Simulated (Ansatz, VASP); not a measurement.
Two plane-wave programs on ZrC

INCAR

```
SYSTEM = ZrC
PREC = Accurate
ENCUT = 520
EDIFF = 1E-8
ISMEAR = -1
SIGMA = 0.05
LREAL = .False.
LASPH = .True.
NELM = 100
ALGO = Normal
ISIF = 2
LWAVE = .False.
LCHARG = .False.
GGA = PS
LEFG = .True.
NBANDS = 15
```

The input KPOINTS:

```
regular mesh
0
Gamma
  15 15 15
  0 0 0
```

Contents of POSCAR:

```
ZrC
1.0
    0.0000000000      2.3734809194      2.3734809194
    2.3734809194      0.0000000000      2.3734809194
    2.3734809194      2.3734809194      0.0000000000
Zr C
1 1
Direct
    0.5000000000      0.5000000000      0.5000000000
    0.0000000000      0.0000000000      0.0000000000
```

Input for Ansatz:

```yaml
crystal:
  lattice:
    - [0.0, 2.3734809194, 2.3734809194]
    - [2.3734809194, 0.0, 2.3734809194]
    - [2.3734809194, 2.3734809194, 0.0]
  atoms:
    - { symbol: Zr, position: [0.5, 0.5, 0.5] }
    - { symbol: C, position: [0.0, 0.0, 0.0] }
kpoints:
  mp_grid: { grid: [15, 15, 15] }
scf:
  occupations: { method: fermi_dirac, width: 0.05 }
hamiltonian:
  xc: pbesol
  pseudopotentials: { kind: paw }
output:
  forces: true
  stress: true
  eigenvalues: true
  efg: { contact_densities: true }
  write_density: true
  write_potential: true
  elf: true
  volumetric_format: npy
```

Change from the starting cell: volume scaled by 1.03, PAW files.

Alike in both runs: task electric field gradients; functional PBEsol; k mesh 15 × 15 × 15; occupations fermi-dirac, width 0.05 eV; no spin polarisation.

```csv
,VASP,Ansatz
version,VASP 6.6.1,Ansatz 0.2.0
potentials or method,"VASP PAW PBE potentials, release 64 (Zr_sv, C)","PAW with Ansatz's default frozen-core files, scalar-relativistic"
plane-wave cutoff (eV),520,420
valence electrons in the cell,16,16
```

Ansatz gave:

```
pressure (GPa) : -10.6
```

**Question.** Which values does VASP return?

**Answer.** Pressure (GPa): -10.3.

VASP's potentials were made for PBE, not for PBEsol. The functional is the same, so the differences come from potentials, cutoffs and numerics.
